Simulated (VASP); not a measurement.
# Al2O3 (P-6m2) in VASP: further runs, part 2 of 2

VASP 6.6.1.

## (4) Single point, PBE+D3(BJ) (strain +0.015 along x and y, +0.015 along z)

INCAR

```
SYSTEM = Al2O3
  PREC = Accurate
  ENCUT = 520
  EDIFF = 1E-6
  ISMEAR = 0
  SIGMA = 0.05
  LREAL = .False.
  LASPH = .True.
  NELM = 80
  ALGO = Normal
  ISIF = 2
  LWAVE = .False.
  LCHARG = .True.
  GGA = PE
  IVDW = 12
  LELF = .True.
  LVHAR = .True.
  NBANDS = 20
```

KPOINTS

```
regular mesh
0
Gamma
  12 12 4
  0 0 0
```

POSCAR

```
Al2O3
1.0
    2.9275898225      0.0000000000      0.0000000000
   -1.4637949113      2.5353671582      0.0000000000
    0.0000000000      0.0000000000      9.4768057769
Al O
2 3
Direct
    0.0000000000      0.0000000000      0.1499923300
    0.0000000000      0.0000000000      0.8500076700
    0.3333333333      0.6666666667      0.2223169200
    0.6666666667      0.3333333333      0.0000000000
    0.3333333333      0.6666666667      0.7776830800
```

Potentials or basis: VASP PAW PBE potentials, release 64 (Al, O).

Run with:

```
$ cat potpaw_PBE.64/Al/POTCAR potpaw_PBE.64/O/POTCAR > POTCAR
$ mpirun -np 1 vasp_std > vasp.out
```

OUTCAR:

```text
SYSTEM = Al2O3
   PREC = Accurate
   ENCUT = 520
   EDIFF = 1E-6
   ISMEAR = 0
   LREAL = .False.
   LASPH = .True.
   NELM = 80
   ISIF = 2
   GGA = PE
   IVDW = 12
 IVDW          = 12

 ion  position               nearest neighbor table
   1  0.000  0.000  0.150-   3 1.82   3 1.82   3 1.82   4 2.21   4 2.21   4 2.21   2 2.84
   2  0.000  0.000  0.850-   5 1.82   5 1.82   5 1.82   4 2.21   4 2.21   4 2.21   1 2.84
   3  0.333  0.667  0.222-   1 1.82   1 1.82   1 1.82
   4  0.667  0.333  0.000-   1 2.21   2 2.21   1 2.21   2 2.21   1 2.21   2 2.21
   5  0.333  0.667  0.778-   2 1.82   2 1.82   2 1.82

  LATTYP: Found a hexagonal cell.
 ALAT       =     2.9275898225
 C/A-ratio  =     3.2370674690

  Lattice vectors:

 A1 = (   2.9275898225,   0.0000000000,   0.0000000000)
 A2 = (  -1.4637949113,   2.5353671582,   0.0000000000)
 A3 = (   0.0000000000,   0.0000000000,   9.4768057769)

Analysis of symmetry for initial positions (statically):
=====================================================================
 Subroutine PRICEL returns:
 Original cell was already a primitive cell.
[... 178 lines left out ...]

 val. band max:        0.5909642555   @ k =   0.1667   0.0000   0.0000
 cond. band min:       4.9842993437   @ k =   0.0000   0.0000   0.0000
 fundamental gap:      4.3933350881
 Fermi energy:         0.8530598485

 k-point     1 :       0.0000    0.0000    0.0000
  band No.  band energies     occupation
      1     -17.8037      2.00000
      2     -16.9099      2.00000
      3     -15.7763      2.00000
      4      -4.1892      2.00000
      5      -1.4793      2.00000
      6      -0.8361      2.00000
[... 541 lines left out ...]
     19      13.1275      0.00000
     20      14.1324      0.00000

 [... further k-points ...]

------------------------ aborting loop because EDIFF is reached ----------------------------------------

 Edisp (eV)   -0.80053

 E8    (eV) :    -0.3089

  FORCE on cell =-STRESS in cart. coord.  units (eV):
  Direction    XX          YY          ZZ          XY          YZ          ZX
  --------------------------------------------------------------------------------------
  -------------------------------------------------------------------------------------
  Total      -3.73438    -3.73438    -2.26154     0.00000     0.00000     0.00000
  in kB     -85.05822   -85.05822   -51.51131     0.00000     0.00000     0.00000
  external pressure =      -73.88 kB  Pullay stress =        0.00 kB

 VOLUME and BASIS-vectors are now :
 -----------------------------------------------------------------------------
  energy-cutoff  :      520.00
  volume of cell :       70.34
      direct lattice vectors                 reciprocal lattice vectors
     2.927589822  0.000000000  0.000000000     0.341577906  0.197210096  0.000000000
    -1.463794911  2.535367158  0.000000000     0.000000000  0.394420191  0.000000000
     0.000000000  0.000000000  9.476805777     0.000000000  0.000000000  0.105520787

 POSITION                                       TOTAL-FORCE (eV/Angst)
 -----------------------------------------------------------------------------------
      0.00000      0.00000      1.42145         0.000000      0.000000      0.059451
      0.00000      0.00000      8.05536         0.000000     -0.000000     -0.059451
     -0.00000      1.69024      2.10685         0.000000     -0.000000     -0.509246
      1.46379      0.84512      0.00000        -0.000000     -0.000000      0.000000
     -0.00000      1.69024      7.36995        -0.000000     -0.000000      0.509246
 -----------------------------------------------------------------------------------
    total drift:                               -0.000000      0.000000      0.000000

  FREE ENERGIE OF THE ION-ELECTRON SYSTEM (eV)
  ---------------------------------------------------
  free  energy   TOTEN  =       -37.1323913204 eV

  energy  without entropy=      -37.1323913204  energy(sigma->0) =      -37.13239132
```

OSZICAR:

```text
N       E                     dE             d eps       ncg     rms          rms(c)
DAV:   1     0.117599045275E+03    0.11760E+03   -0.12119E+04  2280   0.107E+03
DAV:   2    -0.321886707234E+02   -0.14979E+03   -0.14594E+03  2876   0.245E+02
DAV:   3    -0.406785337936E+02   -0.84899E+01   -0.84571E+01  3008   0.609E+01
DAV:   4    -0.407678837925E+02   -0.89350E-01   -0.89324E-01  2860   0.688E+00
DAV:   5    -0.407693639696E+02   -0.14802E-02   -0.14801E-02  2916   0.851E-01    0.126E+01
DAV:   6    -0.363718429302E+02    0.43975E+01   -0.14589E+01  2492   0.267E+01    0.448E+00
DAV:   7    -0.363623868804E+02    0.94560E-02   -0.43206E-01  2692   0.441E+00    0.251E+00
DAV:   8    -0.363362952781E+02    0.26092E-01   -0.54108E-02  2860   0.219E+00    0.834E-01
DAV:   9    -0.363315849844E+02    0.47103E-02   -0.18407E-02  3024   0.115E+00    0.190E-01
DAV:  10    -0.363318660343E+02   -0.28105E-03   -0.33870E-03  2700   0.386E-01    0.139E-01
DAV:  11    -0.363319952871E+02   -0.12925E-03   -0.29552E-03  2528   0.517E-01    0.748E-02
DAV:  12    -0.363319061011E+02    0.89186E-04   -0.52259E-04  2616   0.167E-01    0.501E-02
DAV:  13    -0.363318709715E+02    0.35130E-04   -0.25080E-04  2616   0.118E-01    0.201E-02
DAV:  14    -0.363318646918E+02    0.62796E-05   -0.21264E-05  2752   0.455E-02    0.702E-03
DAV:  15    -0.363318646769E+02    0.14943E-07   -0.52123E-06  2784   0.164E-02
   1 F= -.37132391E+02 E0= -.37132391E+02  d E =-.579086E-15
```

It took 1.9 min on 1 thread of Intel Xeon 8259CL, shared host; peak memory 0.23 GiB.

Results:

```yaml
Free_energy: -37.1324 eV
Pressure: -7.4 GPa
Largest_force: 0.509 eV/Å
Band_gap_on_the_k_mesh: 4.39 eV (least direct gap 4.60 eV)
Dispersion_energy_per_atom: -0.160 eV
```

Forces on the atoms (eV/Å):
```
Al   0.000  0.000  0.059
Al   0.000  0.000 -0.059
O    0.000  0.000 -0.509
O    0.000  0.000  0.000
O    0.000  0.000  0.509
```

Caveat: the cell differs from its parent crystal (strain +0.015 along x and y, +0.015 along z); the cell stands under tension. A k mesh can miss the band edges.

## (5) Single point, PBE+D3(BJ) (strain +0.030 along x and y, +0.000 along z)

INCAR

```
SYSTEM = Al2O3
ALGO     = Normal         ! electronic algorithm
EDIFF    = 1E-6           ! SCF threshold, eV
ENCUT    = 520            ! plane-wave cutoff, eV
GGA      = PE             ! functional
ISIF     = 2              ! what is computed and relaxed
ISMEAR   = 0              ! smearing method
IVDW     = 12             ! dispersion correction
LASPH    = .True.         ! aspherical terms in the spheres
LCHARG   = .False.        ! write CHGCAR
LREAL    = .False.        ! projectors in reciprocal space
LWAVE    = .False.        ! write WAVECAR
NBANDS   = 20             ! bands
NELM     = 60             ! most SCF steps
PREC     = Accurate       ! precision mode
SIGMA    = 0.05           ! smearing width, eV
```

KPOINTS

```
k-points
0
Gamma
  12 12 4
  0 0 0
```

Edit POSCAR of step 4 so:

```diff
@@ -2,5 +2,5 @@
 1.0
-    2.9275898225      0.0000000000      0.0000000000
-   -1.4637949113      2.5353671582      0.0000000000
-    0.0000000000      0.0000000000      9.4768057769
+    2.9708546968      0.0000000000      0.0000000000
+   -1.4854273484      2.5728356383      0.0000000000
+    0.0000000000      0.0000000000      9.3367544600
 Al O
```

Run with:

```
$ cat potpaw_PBE.64/Al/POTCAR potpaw_PBE.64/O/POTCAR > POTCAR
$ mpirun -np 1 vasp_std > vasp.out
```

Wall time 1.8 min (1 thread of Intel Xeon 8259CL, shared host); peak memory 0.23 GiB.

Results (log left out):

```yaml
Free_energy: -37.0166 eV
Pressure: -10.1 GPa
Largest_force: 0.584 eV/Å
Band_gap_on_the_k_mesh: 4.01 eV (least direct gap 4.21 eV)
Dispersion_energy_per_atom: -0.157 eV
```

Forces in eV/Å, atoms in the order of the input:
```
Al   0.000  0.000  0.467
Al   0.000  0.000 -0.467
O    0.000  0.000 -0.584
O    0.000  0.000  0.000
O    0.000  0.000  0.584
```

Stress tensor (GPa, compression positive):
```
-13.61   0.00   0.00
  0.00 -13.61   0.00
  0.00   0.00  -3.16
```

Levels at points of the mesh, in eV from the valence-band top:
| k point | band 10 | band 11 | band 12 | band 13 | band 14 | band 15 |
| --- | --- | --- | --- | --- | --- | --- |
| (0.00, 0.00, 0.00) | -0.70 | -0.70 | -0.20 | 4.01 | 6.87 | 7.01 |
| (0.50, 0.00, 0.00) | -1.04 | -0.75 | -0.54 | 7.05 | 8.24 | 8.58 |
| (0.00, 0.00, 0.50) | -0.70 | -0.70 | -0.25 | 4.12 | 6.42 | 7.28 |
| (0.50, 0.00, 0.50) | -1.04 | -0.76 | -0.53 | 7.06 | 8.19 | 8.65 |

Caveat: the cell differs from its parent crystal (strain +0.030 along x and y, +0.000 along z); the stress differs along the axes, from -14 to -3 GPa.

## (6) Single point, PBE+D3(BJ) (strain +0.015 along x and y, +0.030 along z)

INCAR

```
ALGO = Normal ; EDIFF = 1E-6
ENCUT = 520 ; GGA = PE
ISIF = 2 ; ISMEAR = 0
IVDW = 12 ; LASPH = T
LCHARG = F ; LREAL = F
LWAVE = F ; NBANDS = 20
NELM = 100 ; PREC = Accurate
SIGMA = 0.05
```

KPOINTS

```
k-points
0
Gamma
  12 12 4
```

Edit POSCAR of step 5 so:

```diff
@@ -2,5 +2,5 @@
 1.0
-    2.9708546968      0.0000000000      0.0000000000
-   -1.4854273484      2.5728356383      0.0000000000
-    0.0000000000      0.0000000000      9.3367544600
+    2.9275898225      0.0000000000      0.0000000000
+   -1.4637949113      2.5353671582      0.0000000000
+    0.0000000000      0.0000000000      9.6168570938
 Al O
```

Potentials or basis: VASP PAW PBE potentials, release 64 (Al, O).

Run with:

```
$ cat potpaw_PBE.64/Al/POTCAR potpaw_PBE.64/O/POTCAR > POTCAR
$ mpirun -np 1 vasp_std > vasp.out
```

Run time: 1.8 min. Hardware: 1 thread of Intel Xeon 8259CL, shared host; peak memory 0.23 GiB.

It converged, with:

- Free energy: -37.0914 eV
- Pressure: -8.4 GPa
- Largest force: 0.688 eV/Å
- Band gap on the k mesh: 4.39 eV (least direct gap 4.60 eV)
- Dispersion energy per atom: -0.159 eV

Forces on the atoms (eV/Å):
```
Al   0.000  0.000 -0.086
Al   0.000  0.000  0.086
O    0.000  0.000 -0.688
O    0.000  0.000  0.000
O    0.000  0.000  0.688
```

Stress tensor (GPa, compression positive):
```
-8.76  0.00  0.00
 0.00 -8.76  0.00
 0.00  0.00 -7.76
```

Levels at points of the mesh, in eV from the valence-band top:
| k point | band 9 | band 10 | band 11 | band 12 | band 13 | band 14 | band 15 | band 16 |
| --- | --- | --- | --- | --- | --- | --- | --- | --- |
| (0.00, 0.00, 0.00) | -1.20 | -0.35 | -0.35 | -0.20 | 4.39 | 7.25 | 7.27 | 8.89 |
| (0.50, 0.00, 0.00) | -1.90 | -0.83 | -0.76 | -0.54 | 7.52 | 8.28 | 8.71 | 10.57 |
| (0.00, 0.00, 0.50) | -1.20 | -0.35 | -0.35 | -0.24 | 4.50 | 6.68 | 7.69 | 9.05 |
| (0.50, 0.00, 0.50) | -1.90 | -0.83 | -0.76 | -0.54 | 7.54 | 8.25 | 8.75 | 10.41 |

Caveat: the cell differs from its parent crystal (strain +0.015 along x and y, +0.030 along z); the cell stands under tension. A k mesh can miss the band edges.

## (7) Summary

```tsv
cell	gap on the mesh (eV)	pressure (GPa)	largest force (eV/Å)
a = 2.928, b = 2.928, c = 9.337 Å, angles 90.0, 90.0, 120.0°, 5 atoms	4.38	-6.3	0.33
a = 2.971, b = 2.971, c = 9.197 Å, angles 90.0, 90.0, 120.0°, 5 atoms	3.99	-9.1	0.65
a = 2.928, b = 2.928, c = 9.477 Å, angles 90.0, 90.0, 120.0°, 5 atoms	4.39	-7.4	0.51
a = 2.971, b = 2.971, c = 9.337 Å, angles 90.0, 90.0, 120.0°, 5 atoms	4.01	-10.1	0.58
a = 2.928, b = 2.928, c = 9.617 Å, angles 90.0, 90.0, 120.0°, 5 atoms	4.39	-8.4	0.69
```

Alike in all rows: task single point; level PBE+D3(BJ); potentials or basis VASP PAW PBE potentials, release 64 (Al, O); no spin polarisation; k mesh 12 × 12 × 4; cutoff (eV) 520; smearing gaussian 0.05 eV.

Caveats: the cell stands under tension (at least some runs); the stress differs along the axes, from -8 to -2 GPa (at least some runs); the stress differs along the axes, from -13 to -0 GPa (at least some runs); the stress differs along the axes, from -14 to -3 GPa (at least some runs).

Total energies depend on the potentials used, so only differences within one code and one set of settings carry meaning.
